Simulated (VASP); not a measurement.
A run of VASP 6.6.1 is set up as follows.

File INCAR:

```
SYSTEM = KCl
PREC = Accurate
ENCUT = 520
EDIFF = 1E-6
ISMEAR = 0
SIGMA = 0.05
LREAL = .FALSE.
LASPH = .TRUE.
NELM = 100
ALGO = Normal
ISIF = 2
LWAVE = .FALSE.
LCHARG = .FALSE.
GGA = CA
NBANDS = 15
```

The input KPOINTS:

```
regular mesh
0
G
  6 6 6
  0 0 0
```

File POSCAR:

```
KCl
1.0
    3.9351759000      0.0000000000      0.0000000000
    0.0000000000      3.9351759000      0.0000000000
    0.0000000000      0.0000000000      3.6472362000
K Cl
1 1
Direct
    0.0000000000      0.0000000000      0.0000000000
    0.5000000000      0.5000000000      0.5000000000
```

Potentials or basis: VASP PAW LDA potentials, release 64 (K_sv, Cl).

Run with:

```console
$ cat potpaw_LDA.64/K_sv/POTCAR potpaw_LDA.64/Cl/POTCAR > POTCAR
$ mpirun -np 1 vasp_std > vasp.out
```

Question: What does it give for the pressure?

Answer: -3.1 GPa.

Question: Estimate the band gap on the k mesh.

Answer: 4.07 eV (least direct gap 4.23 eV).

Stress tensor (GPa, compression positive):
```
-4.15  0.00  0.00
 0.00 -4.15  0.00
 0.00  0.00 -0.95
```

Caveat: the cell differs from its parent crystal (strain +0.025 along x and y, -0.050 along z); the cell stands under tension. A k mesh can miss the band edges.
